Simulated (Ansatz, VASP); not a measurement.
# Na6TeP2: VASP beside Ansatz

```
Na Te P
1.0
     4.45402    0.00000    0.00000
     0.00000    4.45402    0.00000
     0.00000    0.00000    9.37825
Na Te P
6 1 2
Direct
  0.00000 0.50000 0.34139
  0.50000 0.00000 0.34139
  0.00000 0.50000 0.65861
  0.50000 0.00000 0.65861
  0.50000 0.50000 0.50000
  0.00000 0.00000 0.50000
  0.00000 0.00000 0.00000
  0.50000 0.50000 0.20245
  0.50000 0.50000 0.79755
```

Change from the starting cell: species swapped into the BaCu6As2 type (P4/mmm, No. 123).

Alike in both runs: task single point; functional PBE; k mesh 4 × 4 × 2; occupations gaussian, width 0.1 eV; no spin polarisation.

|  | VASP | Ansatz |
| --- | --- | --- |
| version | VASP 6.6.1 | Ansatz 0.2.0 |
| potentials or method | VASP PAW PBE potentials, release 64 (Na_pv, Te, P), cutoff 520 eV | scalar-relativistic, plane waves, PAW |
| valence electrons in the cell | 58 | 80 |

```tsv
	VASP	Ansatz	Ansatz less VASP
gap on the k mesh at the Fermi level (eV)	none	none	-
pressure (GPa)	13.4	13.3	-0.10
traceless stress, the component that is largest in VASP (GPa)	-5.15	-5.15	+0.001
rms of the force components (eV/Å)	0.796	0.794	-0.0027
```

Atom by atom the forces differ by 0.006 eV/Å (rms over components). A gap of «none» marks a metal or a gap that the smearing closes. VASP's potentials hold 58 valence electrons a cell and Ansatz's 80, so a difference there can come from the potentials and not from the codes.

Spin-orbit coupling is off throughout.
